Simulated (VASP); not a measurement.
# PbS (R3m) in VASP: further runs

The runs below take PbS through single point, with r2SCAN.

Everything below comes from runs of VASP 6.6.1. Logs are shortened: lines on timing, memory, paths and dates and some standing lists are left out, and cuts for length are marked.

### 1 The cell of the first run

The structure is trigonal, space group R3m (No. 160). The conventional cell has a = 4.323 Å, b = 4.323 Å, c = 9.110 Å, α = 90.00°, β = 90.00°, γ = 120.00°. Pb (site symmetry 3m) has 6 S at 2.92 Å and 6 Pb at 3.93 Å within 4.0 Å. S (site symmetry 3m) has 6 Pb at 2.92 Å and 6 S at 3.93 Å within 4.0 Å.

### 2 Single point, r2SCAN

Input file POSCAR:

```
PbS
1.0
    2.1612500000      1.2477982693      3.0367666667
   -2.1612500000      1.2477982693      3.0367666667
    0.0000000000     -2.4955965386      3.0367666667
Pb S
1 1
Direct
    0.9781509158      0.9781509158      0.9781509158
    0.4774504142      0.4774504142      0.4774504142
```

Input file INCAR.step1:

```
PREC = Accurate
ENCUT = 520
ISMEAR = 0
SIGMA = 0.05
LREAL = F
LASPH = T
NELM = 60
NBANDS = 17
GGA = PE
ALGO = Normal
EDIFF = 1E-4
LWAVE = T
LCHARG = F
```

Input file INCAR.step2:

```
PREC = Accurate
ENCUT = 520
EDIFF = 1E-7
ISMEAR = 0
SIGMA = 0.05
LREAL = F
LASPH = T
NELM = 60
ALGO = Normal
ISIF = 2
LWAVE = F
LCHARG = F
METAGGA = R2SCAN
LMIXTAU = T
NBANDS = 17
ISTART = 1
```

Input file KPOINTS:

```
regular mesh
0
Gamma
  9 9 9
```

Potentials or basis: VASP PAW PBE potentials, release 64 (Pb_d, S).

On the command line:

```
cat potpaw_PBE.64/Pb_d/POTCAR potpaw_PBE.64/S/POTCAR > POTCAR
cp INCAR.step1 INCAR
mpirun -np 1 vasp_std > vasp.out
cp INCAR.step2 INCAR
mpirun -np 1 vasp_std > vasp.out
```

OUTCAR:

```text
PREC = Accurate
   ENCUT = 520
   EDIFF = 1E-7
   ISMEAR = 0
   LREAL = F
   LASPH = T
   NELM = 60
   ISIF = 2
   METAGGA = R2SCAN
   ISTART = 1

 ion  position               nearest neighbor table
   1  0.978  0.978  0.978-   2 2.92   2 2.92   2 2.92   2 2.92   2 2.92   2 2.92
   2  0.477  0.477  0.477-   1 2.92   1 2.92   1 2.92   1 2.92   1 2.92   1 2.92

  LATTYP: Found a trigonal (rhomboedric) cell.
 ALAT       =     3.9306429336
 COS(alpha) =     0.3953377982

  Lattice vectors:

 A1 = (   2.1612500000,   1.2477982693,   3.0367666667)
 A2 = (  -2.1612500000,   1.2477982693,   3.0367666667)
 A3 = (   0.0000000000,  -2.4955965386,   3.0367666667)

Analysis of symmetry for initial positions (statically):
=====================================================================
 Subroutine PRICEL returns:
 Original cell was already a primitive cell.

 Routine SETGRP: Setting up the symmetry group for a
 trigonal (rhombohedral) supercell.

 Subroutine GETGRP returns: Found  6 space group operations
 (whereof  6 operations were pure point group operations)
 out of a pool of 12 trial point group operations.

The static configuration has the point symmetry C_3v.

Analysis of symmetry for dynamics (positions and initial velocities):
=====================================================================
 Subroutine PRICEL returns:
 Original cell was already a primitive cell.

 Routine SETGRP: Setting up the symmetry group for a
 trigonal (rhombohedral) supercell.

 Subroutine GETGRP returns: Found  6 space group operations
 (whereof  6 operations were pure point group operations)
 out of a pool of 12 trial point group operations.

The dynamic configuration has the point symmetry C_3v.

 Subroutine INISYM returns: Found  6 space group operations
 (whereof  6 operations are pure point group operations),
 and found     1 'primitive' translations

----------------------------------------------------------------------------------------

                                     Primitive cell

  volume of cell :      49.1374

  direct lattice vectors                    reciprocal lattice vectors
     2.161250000  1.247798269  3.036766667     0.231347600  0.133568599  0.109765869
    -2.161250000  1.247798269  3.036766667    -0.231347600  0.133568599  0.109765869
     0.000000000 -2.495596539  3.036766667     0.000000000 -0.267137198  0.109765869

  length of vectors
     3.930642934  3.930642934  3.930642934     0.288809329  0.288809329  0.288809329

  position of ions in fractional coordinates (direct lattice)
     0.978150916  0.978150916  0.978150916
     0.477450414  0.477450414  0.477450414

  ion indices of the primitive-cell ions
   primitive index   ion index
                 1           1
                 2           2

----------------------------------------------------------------------------------------

 KPOINTS: regular mesh

Automatic generation of k-mesh.
 Grid dimensions read from file:
 generate k-points for:    9    9    9

 Generating k-lattice:

  Cartesian coordinates                     Fractional coordinates (reciprocal lattice)
     0.025705289  0.014840955  0.012196208     0.111111111  0.000000000 -0.000000000
    -0.025705289  0.014840955  0.012196208     0.000000000  0.111111111 -0.000000000
     0.000000000 -0.029681911  0.012196208    -0.000000000 -0.000000000  0.111111111

  Length of vectors
     0.032089925  0.032089925  0.032089925

  Shift w.r.t. Gamma in fractional coordinates (k-lattice)
     0.000000000  0.000000000  0.000000000

 Subroutine IBZKPT returns following result:
 ===========================================

 Found     85 irreducible k-points:

 Following reciprocal coordinates:
            Coordinates               Weight
  0.000000  0.000000  0.000000      1.000000
  0.111111  0.000000 -0.000000      6.000000
  0.222222 -0.000000  0.000000      6.000000
  0.333333 -0.000000 -0.000000      6.000000
  0.444444 -0.000000  0.000000      6.000000
  0.111111  0.111111 -0.000000      6.000000
[... 16 lines left out ...]
 -0.333333  0.333333  0.000000      6.000000
  0.444444  0.444444  0.000000      6.000000
 [... further k-points ...]
   k-points           NKPTS =     85   k-points in BZ     NKDIM =     85   number of bands    NBANDS=     17
   number of dos      NEDOS =    301   number of ions     NIONS =      2
   total plane-waves  NPLWV =  27000
   dimension x,y,z NGX =    30 NGY =   30 NGZ =   30
   dimension x,y,z NGXF=    60 NGYF=   60 NGZF=   60
   ions per type =               1   1
   NGX,Y,Z   is equivalent  to a cutoff of  12.69, 12.69, 12.69 a.u.
   NGXF,Y,Z  is equivalent  to a cutoff of  25.38, 25.38, 25.38 a.u.
 SYSTEM =  unknown system
   PREC   = accura    normal or accurate (medium, high low for compatibility)
   ISTART =      1    job   : 0-new  1-cont  2-samecut
   ICHARG =      0    charge: 1-file 2-atom 10-const
   ISPIN  =      1    spin polarized calculation?
   LNONCOLLINEAR =      F non collinear calculations
   LSORBIT =      F    spin-orbit coupling
   LASPH  =      T    aspherical Exc in radial PAW
   ENCUT  =  520.0 eV  38.22 Ry    6.18 a.u.   7.31  7.31  7.31*2*pi/ulx,y,z
   NELM   =     60;   NELMIN=  2; NELMDL=  0     # of ELM steps
   EDIFF  = 0.1E-06   stopping-criterion for ELM
   LREAL  =      F    real-space projection
   EDIFFG = 0.1E-05   stopping-criterion for IOM
   NSW    =      0    number of steps for IOM
   IBRION =     -1    ionic relax: 0-MD 1-quasi-New 2-CG
   NFREE  =      0    steps in history (QN), initial steepest desc. (CG)
   ISIF   =      2    stress and relaxation
   ISYM   =      2    0-nonsym 1-usesym 2-fastsym
   POTIM  = 0.5000    time-step for ionic-motion
   TEBEG  =    0.0;   TEEND  =   0.0 temperature during run
   PSTRESS=    0.0 pullay stress
   NELECT =      20.0000    total number of electrons
   NUPDOWN=      -1.0000    fix difference up-down
   EMIN   =  10.00;   EMAX   =-10.00  energy-range for DOS
   EFERMI =   0.00;   METHOD = LEGACY
   ISMEAR =     0;   SIGMA  =   0.05  broadening in eV -4-tet -1-fermi 0-gaus
   EFERMI_NEDOS =   21; number of points for ismear=-14 and -15
   IALGO  =     38    algorithm
   IMIX   =      4    mixing-type and parameters
     AMIX     =   0.40;   BMIX     =  1.00
     AMIX_MAG =   1.60;   BMIX_MAG =  1.00
  volume/ion in A,a.u.               =      24.57       165.80
  Fermi-wavevector in a.u.,A,eV,Ry     =   1.213242  2.292695 20.027183  1.471956
  Thomas-Fermi vector in A             =   2.348700
   LORBIT       =      0    0 simple, 1 ext, 2 COOP (PROOUT), +10 PAW based schemes
   METAGGA = R2SCAN    functional components
   LHFCALC =     F    Hartree Fock is set to
   AEXX    =    0.0000 exact exchange contribution
   IVDW    =     0    specifies the selected vdW correction
   LEPSILON=     F    determine dielectric tensor
   LRPA    =     F    only Hartree local field effects (RPA)
 non-spin polarized calculation
 Gauss-broadening in eV      SIGMA  =   0.05
  energy-cutoff  :      520.00
  volume of cell :       49.14
 maximum number of plane-waves:      1338
 NGX is ok and might be reduce to    30
   NGX = 15   NGY = 15   NGZ = 15

 number of electron      19.9999999 magnetization

 Free energy of the ion-electron system (eV)
  ---------------------------------------------------
  ext. energy  EPLUGINS =         0.00000000
  ---------------------------------------------------
  free energy    TOTEN  =       -65.47205693 eV

  energy without entropy =      -65.47184504  energy(sigma->0) =      -65.47195099

 E-fermi :   6.5126     XC(G=0): -10.5744

 val. band max:        6.4974010232   @ k =   0.4444  -0.0000   0.0000
 cond. band min:       6.7730230893   @ k =  -0.4444   0.4444   0.4444
 fundamental gap:      0.2756220661
 Fermi energy:         6.5126449556

 k-point     1 :       0.0000    0.0000    0.0000
  band No.  band energies     occupation
      1     -11.1401      2.00000
      2     -11.1401      2.00000
      3     -11.1084      2.00000
      4     -11.0596      2.00000
      5     -11.0596      2.00000
      6      -8.2175      2.00000
[... 9 lines left out ...]
     16      15.1515      0.00000
     17      16.0999      0.00000

 k-point     2 :       0.1111    0.0000   -0.0000
  band No.  band energies     occupation
      1     -11.1427      2.00000
      2     -11.1345      2.00000
      3     -11.1057      2.00000
      4     -11.0617      2.00000
      5     -11.0592      2.00000
      6      -8.1048      2.00000
[... 9 lines left out ...]
     16      15.0976      0.00000
     17      16.6799      0.00000

 k-point     3 :       0.2222   -0.0000    0.0000
  band No.  band energies     occupation
      1     -11.1513      2.00000
      2     -11.1280      2.00000
      3     -11.0917      2.00000
      4     -11.0668      2.00000
      5     -11.0561      2.00000
      6      -7.7838      2.00000
[... 9 lines left out ...]
     16      15.6759      0.00000
     17      18.2458      0.00000

 k-point     4 :       0.3333   -0.0000   -0.0000
  band No.  band energies     occupation
      1     -11.1636      2.00000
      2     -11.1285      2.00000
      3     -11.0725      2.00000
      4     -11.0685      2.00000
      5     -11.0499      2.00000
      6      -7.3264      2.00000
[... 9 lines left out ...]
     16      16.6847      0.00000
     17      19.2112      0.00000
[... 343 lines left out ...]
      1     -11.2640      2.00000
      2     -11.1297      2.00000
      3     -11.0753      2.00000
      4     -11.0453      2.00000
      5     -11.0316      2.00000
      6      -6.3289      2.00000
[... 9 lines left out ...]
     16      18.7281      0.00000
     17      19.3243      0.00000

 k-point    23 :      -0.3333    0.3333    0.0000
  band No.  band energies     occupation
      1     -11.2329      2.00000
      2     -11.1121      2.00000
      3     -11.0879      2.00000
      4     -11.0529      2.00000
      5     -11.0459      2.00000
      6      -6.4183      2.00000
[... 9 lines left out ...]
     16      17.8232      0.00000
     17      19.1146      0.00000

 k-point    24 :       0.4444    0.4444    0.0000
  band No.  band energies     occupation
      1     -11.3035      2.00000
      2     -11.1469      2.00000
      3     -11.0578      2.00000
      4     -11.0405      2.00000
      5     -11.0164      2.00000
      6      -6.3076      2.00000
[... 9 lines left out ...]
     16      18.3175      0.00000
     17      19.6274      0.00000

 [... further k-points ...]
[... 5 lines left out ...]
  --------------------------------------------------------------------------------------
  -------------------------------------------------------------------------------------
  Total        1.0675856      1.0675856      2.3114316      0.0000000      0.0000000      0.0000000
  in kB       34.8097760     34.8097760     75.3667134      0.0000000      0.0000000      0.0000000
  external PRESSURE =      48.3287551 kB  Pullay stress =       0.0000000 kB

 VOLUME and BASIS-vectors are now :
 -----------------------------------------------------------------------------
  energy-cutoff  :      520.00
  volume of cell :       49.14
      direct lattice vectors                 reciprocal lattice vectors
     2.161250000  1.247798269  3.036766667     0.231347600  0.133568599  0.109765869
    -2.161250000  1.247798269  3.036766667    -0.231347600  0.133568599  0.109765869
     0.000000000 -2.495596539  3.036766667     0.000000000 -0.267137198  0.109765869

 POSITION                                       TOTAL-FORCE (eV/Angst)
 -----------------------------------------------------------------------------------
      0.00000      0.00000      8.91125         0.000000      0.000000     -0.009666
      0.00000      0.00000      4.34972         0.000000      0.000000      0.009666
 -----------------------------------------------------------------------------------
    total drift:                                0.000000      0.000000      0.000063

  FREE ENERGIE OF THE ION-ELECTRON SYSTEM (eV)
  ---------------------------------------------------
  free  energy   TOTEN  =       -65.4720569349 eV

  energy  without entropy=      -65.4718450373  energy(sigma->0) =      -65.47195099
```

It took 2.3 min on 1 thread of Intel Xeon 6975P-C (Granite Rapids), shared host; peak memory 0.21 GiB.

What came out:

| Item | Value |
| --- | --- |
| Free energy | -65.4721 eV |
| Pressure | 4.8 GPa |
| Largest force | 0.010 eV/Å |

Forces on the atoms (eV/Å):
```
Pb   0.000  0.000 -0.010
S    0.000  0.000  0.010
```

Stress tensor (GPa, compression positive):
```
3.48 0.00 0.00
0.00 3.48 0.00
0.00 0.00 7.54
```

Levels at points of the mesh, in eV from the Fermi level:
| k point | band 6 | band 7 | band 8 | band 9 | band 10 | band 11 | band 12 | band 13 | band 14 | band 15 |
| --- | --- | --- | --- | --- | --- | --- | --- | --- | --- | --- |
| (0.00, 0.00, 0.00) | -14.73 | -6.18 | -2.92 | -2.92 | -1.92 | 5.51 | 5.91 | 5.91 | 6.37 | 6.37 |

Caveat: this odd mesh misses L, so gap, dielectric constants and Born charges aren't listed; the cell stands under pressure; the PAW data sets were made with another functional, which shifts forces and pressure a little; spin-orbit coupling is left out, which moves the levels of the heavy elements.

### 3 Single point, r2SCAN

Input file POSCAR:

```
PbS
1.0
    2.1119725129      1.2193478988      3.1748000000
   -2.1119725129      1.2193478988      3.1748000000
    0.0000000000     -2.4386957977      3.1748000000
Pb S
1 1
Direct
    0.9781509158      0.9781509158      0.9781509158
    0.4774504142      0.4774504142      0.4774504142
```

Input file INCAR.step1:

```
SYSTEM = PbS
ALGO = Normal
EDIFF = 1E-4
ENCUT = 520
GGA = PE
ISMEAR = 0
LASPH = .True.
LCHARG = .False.
LREAL = .False.
LWAVE = .True.
NBANDS = 17
NELM = 100
PREC = Accurate
SIGMA = 0.05
```

Input file INCAR.step2:

```
SYSTEM = PbS
ALGO = Normal
EDIFF = 1E-6
ENCUT = 520
ISIF = 2
ISMEAR = 0
ISTART = 1
LASPH = .True.
LCHARG = .False.
LMIXTAU = .True.
LREAL = .False.
LWAVE = .False.
METAGGA = R2SCAN
NBANDS = 17
NELM = 100
PREC = Accurate
SIGMA = 0.05
```

Input file KPOINTS:

```
k-points
0
Gamma
  9 9 9
  0 0 0
```

Potentials or basis: VASP PAW PBE potentials, release 64 (Pb_d, S).

On the command line:

```
cat potpaw_PBE.64/Pb_d/POTCAR potpaw_PBE.64/S/POTCAR > POTCAR
cp INCAR.step1 INCAR
mpirun -np 1 vasp_std > vasp.out
cp INCAR.step2 INCAR
mpirun -np 1 vasp_std > vasp.out
```

Run time: 2.2 min. Hardware: 1 thread of Intel Xeon 6975P-C (Granite Rapids), shared host; peak memory 0.21 GiB.

The run converged. Its results:

- Free energy: -65.5163 eV
- Pressure: 5.5 GPa
- Largest force: 0.009 eV/Å

Forces in eV/Å, atoms in the order of the input:
```
Pb   0.000  0.000 -0.009
S    0.000  0.000  0.009
```

Stress tensor (GPa, compression positive):
```
4.61 0.00 0.00
0.00 4.61 0.00
0.00 0.00 7.26
```

Levels at points of the mesh, in eV from the Fermi level:
| k point | band 6 | band 7 | band 8 | band 9 | band 10 | band 11 | band 12 | band 13 | band 14 | band 15 |
| --- | --- | --- | --- | --- | --- | --- | --- | --- | --- | --- |
| (0.00, 0.00, 0.00) | -14.91 | -6.15 | -2.96 | -2.96 | -2.35 | 5.54 | 5.70 | 5.70 | 6.50 | 6.50 |

Caveat: this odd mesh misses L, so gap, dielectric constants and Born charges aren't listed; the cell stands under pressure; the PAW data sets were made with another functional, which shifts forces and pressure a little; spin-orbit coupling is left out, which moves the levels of the heavy elements.
